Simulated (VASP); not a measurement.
Here is a VASP 6.6.1 calculation.

The input INCAR:

```
PREC = Accurate ; ENCUT = 500
EDIFF = 1E-6 ; ISMEAR = -1
SIGMA = 0.01 ; LREAL = False
LASPH = True ; NELM = 120
ALGO = Normal ; ISIF = 2
LWAVE = False ; LCHARG = False
NBANDS = 19 ; GGA_COMPAT = False
```

KPOINTS

```
Automatic mesh
0
Gamma
  16 16 8
```

Contents of POSCAR:

```
TiSe2
1.0
    3.3154109533      0.0000000000      0.0000000000
   -1.6577054766      2.8712301095      0.0000000000
    0.0000000000      0.0000000000      5.5091328065
Ti Se
1 2
Direct
    0.0000000000      0.0000000000      0.0000000000
    0.3333333333      0.6666666667      0.2822790829
    0.6666666667      0.3333333333     -0.2822790829
```

Potentials or basis: VASP PAW LDA potentials, release 64 (Ti_sv, Se).

Run with:

```console
$ cat potpaw_LDA.64/Ti_sv/POTCAR potpaw_LDA.64/Se/POTCAR > POTCAR
$ mpirun -np 1 vasp_std > vasp.out
```

Estimate the largest force.

0.043 eV/Å.

Predict the pressure.

9.4 GPa.

Predict the band gap on the k mesh.

zero (band 12 reaches 7.91 eV, above the bottom of band 13 at 6.76 eV).

Forces in eV/Å, atoms in the order of the input:
```
Ti   0.000  0.000  0.000
Se   0.000  0.000  0.043
Se   0.000  0.000 -0.043
```
